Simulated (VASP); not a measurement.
# CdS (sol) (P6_3mc) in VASP: a series of runs

CdS (sol) is run at these levels: PBEsol; tasks: single point, relaxation of cell and atoms.

All numbers are computed with VASP 6.6.1; they aren't measurements. Logs are shortened: lines on timing, memory, paths and dates and some standing lists are left out, and cuts for length are marked.

## 1. The cell of the first run

Symmetry: P6_3mc, No. 186, hexagonal system. Conventional cell: a = 4.169 Å, b = 4.169 Å, c = 6.780 Å, α = 90.00°, β = 90.00°, γ = 120.00°. Cd (site symmetry 3m) has 4 S at 2.55 Å within 3.4 Å. Within 3.4 Å of S (site symmetry 3m) lie 4 Cd at 2.55 Å.

## 2. Single point, PBEsol

Contents of INCAR:

```
SYSTEM = CdS
PREC = Accurate
ENCUT = 520
EDIFF = 1E-7
ISMEAR = 0
SIGMA = 0.1
LREAL = .False.
LASPH = .True.
NELM = 60
ALGO = Normal
ISIF = 2
LWAVE = .False.
LCHARG = .True.
GGA = PS
LELF = .True.
LVHAR = .True.
NBANDS = 26
```

Contents of KPOINTS:

```
Automatic mesh
0
Gamma
  6 6 4
  0 0 0
```

Contents of POSCAR:

```
CdS
1.0
    4.1688381000      0.0000000000      0.0000000000
   -2.0844190500      3.6103197000      0.0000000000
    0.0000000000      0.0000000000      6.7796174100
Cd S
2 2
Direct
    0.6666666700      0.3333333300      0.5002243700
    0.3333333300      0.6666666700      0.0002243700
    0.6666666700      0.3333333300      0.8767756300
    0.3333333300      0.6666666700      0.3767756300
```

Potentials or basis: VASP PAW PBE potentials, release 64 (Cd, S).

Started as:

```
$ cat potpaw_PBE.64/Cd/POTCAR potpaw_PBE.64/S/POTCAR > POTCAR
$ mpirun -np 1 vasp_std > vasp.out
```

OUTCAR:

```text
SYSTEM = CdS
   PREC = Accurate
   ENCUT = 520
   EDIFF = 1E-7
   ISMEAR = 0
   LREAL = .False.
   LASPH = .True.
   NELM = 60
   ISIF = 2
   GGA = PS

 ion  position               nearest neighbor table
   1  0.667  0.333  0.500-   4 2.55   4 2.55   4 2.55   3 2.55
   2  0.333  0.667  0.000-   3 2.55   3 2.55   3 2.55   4 2.55
   3  0.667  0.333  0.877-   2 2.55   2 2.55   2 2.55   1 2.55
   4  0.333  0.667  0.377-   1 2.55   1 2.55   1 2.55   2 2.55

  LATTYP: Found a hexagonal cell.
 ALAT       =     4.1688381000
 C/A-ratio  =     1.6262606624

  Lattice vectors:

 A1 = (   4.1688381000,   0.0000000000,   0.0000000000)
 A2 = (  -2.0844190500,   3.6103197000,   0.0000000000)
 A3 = (   0.0000000000,   0.0000000000,   6.7796174100)

Analysis of symmetry for initial positions (statically):
=====================================================================
 Subroutine PRICEL returns:
 Original cell was already a primitive cell.

 Routine SETGRP: Setting up the symmetry group for a
 hexagonal supercell.

 Subroutine GETGRP returns: Found 12 space group operations
 (whereof  6 operations were pure point group operations)
 out of a pool of 24 trial point group operations.

The static configuration has the point symmetry C_3v.
 The point group associated with its full space group is C_6v.

Analysis of symmetry for dynamics (positions and initial velocities):
=====================================================================
 Subroutine PRICEL returns:
 Original cell was already a primitive cell.

 Routine SETGRP: Setting up the symmetry group for a
 hexagonal supercell.

 Subroutine GETGRP returns: Found 12 space group operations
 (whereof  6 operations were pure point group operations)
 out of a pool of 24 trial point group operations.

The dynamic configuration has the point symmetry C_3v.
 The point group associated with its full space group is C_6v.

 Subroutine INISYM returns: Found 12 space group operations
 (whereof  6 operations are pure point group operations),
 and found     1 'primitive' translations

----------------------------------------------------------------------------------------

                                     Primitive cell

  volume of cell :     102.0389

  direct lattice vectors                    reciprocal lattice vectors
     4.168838100  0.000000000  0.000000000     0.239874991  0.138491890  0.000000000
    -2.084419050  3.610319700  0.000000000     0.000000000  0.276983781  0.000000000
     0.000000000  0.000000000  6.779617410     0.000000000  0.000000000  0.147500949

  length of vectors
     4.168838100  4.168838101  6.779617410     0.276983781  0.276983781  0.147500949

  position of ions in fractional coordinates (direct lattice)
     0.666666670  0.333333330  0.500224370
     0.333333330  0.666666670  0.000224370
     0.666666670  0.333333330  0.876775630
     0.333333330  0.666666670  0.376775630

  ion indices of the primitive-cell ions
   primitive index   ion index
                 1           1
                 2           2
                 3           3
                 4           4

----------------------------------------------------------------------------------------

 KPOINTS: Automatic mesh

Automatic generation of k-mesh.
 Grid dimensions read from file:
 generate k-points for:    6    6    4

 Generating k-lattice:

  Cartesian coordinates                     Fractional coordinates (reciprocal lattice)
     0.039979165  0.023081982  0.000000000     0.166666667 -0.000000000  0.000000000
     0.000000000  0.046163963  0.000000000     0.000000000  0.166666667  0.000000000
     0.000000000  0.000000000  0.036875237     0.000000000  0.000000000  0.250000000

  Length of vectors
     0.046163963  0.046163963  0.036875237

  Shift w.r.t. Gamma in fractional coordinates (k-lattice)
     0.000000000  0.000000000  0.000000000

 Subroutine IBZKPT returns following result:
 ===========================================

 Found     21 irreducible k-points:

 Following reciprocal coordinates:
            Coordinates               Weight
  0.000000  0.000000  0.000000      1.000000
  0.166667  0.000000  0.000000      6.000000
  0.333333  0.000000  0.000000      6.000000
  0.500000  0.000000  0.000000      3.000000
  0.166667  0.166667  0.000000      6.000000
  0.333333  0.166667  0.000000     12.000000
[... 13 lines left out ...]
  0.333333  0.166667  0.500000     12.000000
  0.333333  0.333333  0.500000      2.000000
   k-points           NKPTS =     21   k-points in BZ     NKDIM =     21   number of bands    NBANDS=     26
   number of dos      NEDOS =    301   number of ions     NIONS =      4
   total plane-waves  NPLWV =  51200
   dimension x,y,z NGX =    32 NGY =   32 NGZ =   50
   dimension x,y,z NGXF=    64 NGYF=   64 NGZF=  100
   ions per type =               2   2
   NGX,Y,Z   is equivalent  to a cutoff of  12.76, 12.76, 12.26 a.u.
   NGXF,Y,Z  is equivalent  to a cutoff of  25.52, 25.52, 24.52 a.u.
 SYSTEM =  CdS
   PREC   = accura    normal or accurate (medium, high low for compatibility)
   ISTART =      0    job   : 0-new  1-cont  2-samecut
   ICHARG =      2    charge: 1-file 2-atom 10-const
   ISPIN  =      1    spin polarized calculation?
   LNONCOLLINEAR =      F non collinear calculations
   LSORBIT =      F    spin-orbit coupling
   LASPH  =      T    aspherical Exc in radial PAW
   ENCUT  =  520.0 eV  38.22 Ry    6.18 a.u.   7.75  7.75 12.61*2*pi/ulx,y,z
   NELM   =     60;   NELMIN=  2; NELMDL= -5     # of ELM steps
   EDIFF  = 0.1E-06   stopping-criterion for ELM
   LREAL  =      F    real-space projection
   EDIFFG = 0.1E-05   stopping-criterion for IOM
   NSW    =      0    number of steps for IOM
   IBRION =     -1    ionic relax: 0-MD 1-quasi-New 2-CG
   NFREE  =      0    steps in history (QN), initial steepest desc. (CG)
   ISIF   =      2    stress and relaxation
   ISYM   =      2    0-nonsym 1-usesym 2-fastsym
   POTIM  = 0.5000    time-step for ionic-motion
   TEBEG  =    0.0;   TEEND  =   0.0 temperature during run
   PSTRESS=    0.0 pullay stress
   NELECT =      36.0000    total number of electrons
   NUPDOWN=      -1.0000    fix difference up-down
   EMIN   =  10.00;   EMAX   =-10.00  energy-range for DOS
   EFERMI =   0.00;   METHOD = LEGACY
   ISMEAR =     0;   SIGMA  =   0.10  broadening in eV -4-tet -1-fermi 0-gaus
   EFERMI_NEDOS =   21; number of points for ismear=-14 and -15
   IALGO  =     38    algorithm
   IMIX   =      4    mixing-type and parameters
     AMIX     =   0.40;   BMIX     =  1.00
     AMIX_MAG =   1.60;   BMIX_MAG =  1.00
  volume/ion in A,a.u.               =      25.51       172.15
  Fermi-wavevector in a.u.,A,eV,Ry     =   1.156788  2.186012 18.206746  1.338158
  Thomas-Fermi vector in A             =   2.293405
   LORBIT       =      0    0 simple, 1 ext, 2 COOP (PROOUT), +10 PAW based schemes
   GGA     = PS    functional components
   LHFCALC =     F    Hartree Fock is set to
   AEXX    =    0.0000 exact exchange contribution
   IVDW    =     0    specifies the selected vdW correction
   LEPSILON=     F    determine dielectric tensor
   LRPA    =     F    only Hartree local field effects (RPA)
 non-spin polarized calculation
 Gauss-broadening in eV      SIGMA  =   0.10
  energy-cutoff  :      520.00
  volume of cell :      102.04
 maximum number of plane-waves:      2786
 NGX is ok and might be reduce to    32
   NGX = 15   NGY = 15   NGZ = 25

 number of electron      35.9999997 magnetization

 Free energy of the ion-electron system (eV)
  ---------------------------------------------------
  ext. energy  EPLUGINS =         0.00000000
  ---------------------------------------------------
  free energy    TOTEN  =       -13.61941954 eV

  energy without entropy =      -13.61941954  energy(sigma->0) =      -13.61941954

 E-fermi :   1.4417     XC(G=0):  -9.2390

 val. band max:        0.9758892052   @ k =   0.0000   0.0000   0.0000
 cond. band min:       2.0009847748   @ k =   0.0000   0.0000   0.0000
 fundamental gap:      1.0250955696
 Fermi energy:         1.4417022633

 k-point     1 :       0.0000    0.0000    0.0000
  band No.  band energies     occupation
      1     -11.2424      2.00000
      2     -10.8230      2.00000
      3      -6.6348      2.00000
      4      -6.6277      2.00000
      5      -6.6277      2.00000
      6      -6.5482      2.00000
[... 18 lines left out ...]
     25       8.4528      0.00000
     26       8.4655      0.00000

 k-point     2 :       0.1667    0.0000    0.0000
  band No.  band energies     occupation
      1     -11.1504      2.00000
      2     -10.7834      2.00000
      3      -6.6051      2.00000
      4      -6.5920      2.00000
      5      -6.5582      2.00000
      6      -6.5027      2.00000
[... 18 lines left out ...]
     25       8.3591      0.00000
     26       9.0156      0.00000

 k-point     3 :       0.3333    0.0000    0.0000
  band No.  band energies     occupation
      1     -10.9513      2.00000
      2     -10.7174      2.00000
      3      -6.5536      2.00000
      4      -6.5376      2.00000
      5      -6.4201      2.00000
      6      -6.3942      2.00000
[... 18 lines left out ...]
     25       9.1604      0.00000
     26       9.6387      0.00000

 k-point     4 :       0.5000    0.0000    0.0000
  band No.  band energies     occupation
      1     -10.8335      2.00000
      2     -10.7022      2.00000
      3      -6.5387      2.00000
      4      -6.5211      2.00000
      5      -6.3457      2.00000
      6      -6.3445      2.00000
[... 18 lines left out ...]
     25       9.2234      0.00000
     26      10.8799      0.00000

 k-point     5 :       0.1667    0.1667    0.0000
  band No.  band energies     occupation
      1     -11.0041      2.00000
      2     -10.7315      2.00000
      3      -6.5600      2.00000
      4      -6.5498      2.00000
      5      -6.4439      2.00000
      6      -6.4427      2.00000
[... 18 lines left out ...]
     25       8.9349      0.00000
     26       9.4788      0.00000

 k-point     6 :       0.3333    0.1667    0.0000
  band No.  band energies     occupation
      1     -10.8350      2.00000
      2     -10.7027      2.00000
      3      -6.5513      2.00000
      4      -6.4940      2.00000
      5      -6.3676      2.00000
      6      -6.3553      2.00000
[... 340 lines left out ...]
 k-point    18 :       0.5000    0.0000    0.5000
  band No.  band energies     occupation
      1     -10.7579      2.00000
      2     -10.7579      2.00000
      3      -6.5089      2.00000
      4      -6.5089      2.00000
      5      -6.4292      2.00000
      6      -6.4292      2.00000
[... 18 lines left out ...]
     25       9.2708      0.00000
     26       9.2708      0.00000

 k-point    19 :       0.1667    0.1667    0.5000
  band No.  band energies     occupation
      1     -10.8597      2.00000
      2     -10.8597      2.00000
      3      -6.5103      2.00000
      4      -6.5103      2.00000
      5      -6.4848      2.00000
      6      -6.4848      2.00000
[... 18 lines left out ...]
     25       8.8508      0.00000
     26       8.8508      0.00000

 k-point    20 :       0.3333    0.1667    0.5000
  band No.  band energies     occupation
      1     -10.7588      2.00000
      2     -10.7588      2.00000
      3      -6.4844      2.00000
      4      -6.4844      2.00000
      5      -6.4384      2.00000
      6      -6.4384      2.00000
[... 18 lines left out ...]
     25       9.3059      0.00000
     26       9.3059      0.00000

 k-point    21 :       0.3333    0.3333    0.5000
  band No.  band energies     occupation
      1     -10.7264      2.00000
      2     -10.7264      2.00000
      3      -6.4546      2.00000
      4      -6.4546      2.00000
      5      -6.4385      2.00000
      6      -6.4385      2.00000
[... 18 lines left out ...]
     25      10.1786      0.00000
     26      10.1786      0.00000

------------------------ aborting loop because EDIFF is reached ----------------------------------------

  FORCE on cell =-STRESS in cart. coord.  units (eV):
  Direction    XX          YY          ZZ          XY          YZ          ZX
  --------------------------------------------------------------------------------------
  -------------------------------------------------------------------------------------
  Total       -0.9424941     -0.9424941     -0.9242392      0.0000000      0.0000000      0.0000000
  in kB      -14.7986931    -14.7986931    -14.5120607      0.0000000      0.0000000      0.0000000
  external PRESSURE =     -14.7031490 kB  Pullay stress =       0.0000000 kB

 VOLUME and BASIS-vectors are now :
 -----------------------------------------------------------------------------
  energy-cutoff  :      520.00
  volume of cell :      102.04
      direct lattice vectors                 reciprocal lattice vectors
     4.168838100  0.000000000  0.000000000     0.239874991  0.138491890  0.000000000
    -2.084419050  3.610319700  0.000000000     0.000000000  0.276983781  0.000000000
     0.000000000  0.000000000  6.779617410     0.000000000  0.000000000  0.147500949

 POSITION                                       TOTAL-FORCE (eV/Angst)
 -----------------------------------------------------------------------------------
      2.08442      1.20344      3.39133        -0.000000     -0.000000     -0.003462
     -0.00000      2.40688      0.00152         0.000000      0.000000     -0.003462
      2.08442      1.20344      5.94420        -0.000000     -0.000000      0.003462
     -0.00000      2.40688      2.55439        -0.000000      0.000000      0.003462
 -----------------------------------------------------------------------------------
    total drift:                               -0.000015      0.000009     -0.000468

  FREE ENERGIE OF THE ION-ELECTRON SYSTEM (eV)
  ---------------------------------------------------
  free  energy   TOTEN  =       -13.6194195404 eV

  energy  without entropy=      -13.6194195404  energy(sigma->0) =      -13.61941954
```

Wall time 44 s (1 thread of Intel Xeon Platinum 8559C (Emerald Rapids), shared host); peak memory 0.23 GiB.

Results:

```
Free energy            : -13.6194 eV
Pressure               : -1.5 GPa
Largest force          : 0.003 eV/Å
Band gap on the k mesh : 1.03 eV, direct
```

Forces on the atoms (eV/Å):
```
Cd   0.000  0.000 -0.003
Cd   0.000  0.000 -0.003
S    0.000  0.000  0.003
S    0.000  0.000  0.003
```

Caveat: the PAW data sets were made with another functional, which shifts forces and pressure a little. PBEsol gaps usually lie below the measured ones, often by a third to a half.

## 3. Single point, PBEsol

This run uses another cell than the first one, of 24.71 Å³/atom, 0.969 times its volume.

Contents of INCAR:

```
ALGO     = Normal         # electronic algorithm
EDIFF    = 1E-6           # SCF threshold, eV
ENCUT    = 520            # plane-wave cutoff, eV
GGA      = PS             # functional
ISIF     = 2              # what is computed and relaxed
ISMEAR   = 0              # smearing method
LASPH    = True           # aspherical terms in the spheres
LCHARG   = False          # write CHGCAR
LREAL    = False          # projectors in reciprocal space
LWAVE    = False          # write WAVECAR
NBANDS   = 26             # bands
NELM     = 100            # most SCF steps
PREC     = Accurate       # precision mode
SIGMA    = 0.02           # smearing width, eV
```

Contents of KPOINTS:

```
k-points
0
Gamma
  9 9 4
```

Contents of POSCAR:

```
CdS
1.0
    4.1246369402      0.0000000000      0.0000000000
   -2.0623184701      3.5720403716      0.0000000000
    0.0000000000      0.0000000000      6.7097113227
Cd S
2 2
Direct
    0.6666666667      0.3333333333      0.5001992796
    0.3333333333      0.6666666667      0.0001992796
    0.6666666667      0.3333333333      0.8768007204
    0.3333333333      0.6666666667      0.3768007204
```

Potentials or basis: VASP PAW PBE potentials, release 64 (Cd, S).

Started as:

```
$ cat potpaw_PBE.64/Cd/POTCAR potpaw_PBE.64/S/POTCAR > POTCAR
$ mpirun -np 1 vasp_std > vasp.out
```

OUTCAR:

```text
EDIFF = 1E-6
   ENCUT = 520
   GGA = PS
   ISIF = 2
   ISMEAR = 0
   LASPH = True
   LREAL = False
   NELM = 100
   PREC = Accurate

 ion  position               nearest neighbor table
   1  0.667  0.333  0.500-   4 2.52   4 2.52   4 2.52   3 2.53
   2  0.333  0.667  0.000-   3 2.52   3 2.52   3 2.52   4 2.53
   3  0.667  0.333  0.877-   2 2.52   2 2.52   2 2.52   1 2.53
   4  0.333  0.667  0.377-   1 2.52   1 2.52   1 2.52   2 2.53

  LATTYP: Found a hexagonal cell.
[... 890 lines left out ...]
     25      10.4574      0.00000
     26      10.6336      0.00000

 [... further k-points ...]
[... 5 lines left out ...]
  --------------------------------------------------------------------------------------
  -------------------------------------------------------------------------------------
  Total        0.2305667      0.2305667      0.2356248      0.0000000      0.0000000      0.0000000
  in kB        3.7368117      3.7368117      3.8187896      0.0000000      0.0000000      0.0000000
  external PRESSURE =       3.7641377 kB  Pullay stress =       0.0000000 kB

 VOLUME and BASIS-vectors are now :
 -----------------------------------------------------------------------------
  energy-cutoff  :      520.00
  volume of cell :       98.86
      direct lattice vectors                 reciprocal lattice vectors
     4.124636940  0.000000000  0.000000000     0.242445581  0.139976022  0.000000000
    -2.062318470  3.572040372  0.000000000     0.000000000  0.279952043  0.000000000
     0.000000000  0.000000000  6.709711323     0.000000000  0.000000000  0.149037708

 POSITION                                       TOTAL-FORCE (eV/Angst)
 -----------------------------------------------------------------------------------
      2.06232      1.19068      3.35619         0.000000     -0.000000      0.001375
     -0.00000      2.38136      0.00134        -0.000000      0.000000      0.001375
      2.06232      1.19068      5.88308         0.000000     -0.000000     -0.001375
     -0.00000      2.38136      2.52822        -0.000000      0.000000     -0.001375
 -----------------------------------------------------------------------------------
    total drift:                               -0.000000     -0.000000      0.000108

  FREE ENERGIE OF THE ION-ELECTRON SYSTEM (eV)
  ---------------------------------------------------
  free  energy   TOTEN  =       -13.6327993917 eV

  energy  without entropy=      -13.6327993917  energy(sigma->0) =      -13.63279939
```

stdout:

```text
POSCAR found type information on POSCAR CdS
 POSCAR found :  2 types and       4 ions
 scaLAPACK will be used
 -----------------------------------------------------------------------------
|                                                                             |
|                                                                             |
|     You enforced a specific xc type in the INCAR file but a different       |
|     I HOPE YOU KNOW WHAT YOU ARE DOING!                                     |
|                                                                             |
 -----------------------------------------------------------------------------

 LDA part: xc-table for (Slater+PW92), standard interpolation
 POSCAR, INCAR and KPOINTS ok, starting setup
 FFT: planning ... GRIDC
 FFT: planning ... GRID_SOFT
 FFT: planning ... GRID
 WAVECAR not read
 entering main loop
```

Run time: 60 s. Hardware: 1 thread of Intel Xeon Platinum 8559C (Emerald Rapids), shared host; peak memory 0.25 GiB.

What came out:

```yaml
Free_energy: -13.6328 eV
Pressure: 0.4 GPa
Band_gap_on_the_k_mesh: 1.10 eV, direct
```

Caveat: the PAW data sets were made with another functional, which shifts forces and pressure a little.

(Part 1 of 2 ends here.)
